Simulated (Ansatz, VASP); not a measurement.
## One calculation of ZnS, two programs

```
CELL_PARAMETERS angstrom
3.50612 0.00000 0.00000
-1.75306 3.03639 0.00000
0.00000 0.00000 6.48336
ATOMIC_POSITIONS crystal
Zn 0.33333 0.66667 0.00000
Zn 0.66667 0.33333 0.50000
S 0.33333 0.66667 0.38500
S 0.66667 0.33333 0.88500
```

Change from the starting cell: strain -0.080 along x and y, +0.040 along z, atoms carried along.

Alike in both runs: task single point; functional PBE; k mesh 12 × 12 × 6; occupations gaussian, width 0.05 eV; no spin polarisation.

```csv
,VASP,Ansatz
version,VASP 6.6.1,Ansatz 0.2.0
potentials or method,"VASP PAW PBE potentials, release 64 (Zn, S), cutoff 520 eV","scalar-relativistic, plane waves, PAW"
valence electrons in the cell,36,36
```

|  | VASP | Ansatz | Ansatz less VASP |
| --- | --- | --- | --- |
| gap on the k mesh at the Fermi level (eV) | 2.16 | 2.15 | -0.013 |
| least direct gap on the mesh (eV) | 2.16 | 2.15 | -0.013 |
| pressure (GPa) | 19.7 | 19.5 | -0.24 |
| traceless stress, the component that is largest in VASP (GPa) | -17.66 | -17.59 | +0.069 |
| rms of the force components (eV/Å) | 0.855 | 0.847 | -0.0085 |

Atom by atom the forces differ by 0.008 eV/Å (rms over components). With one functional, cell and mesh, what is left measures potentials, basis and numerics.
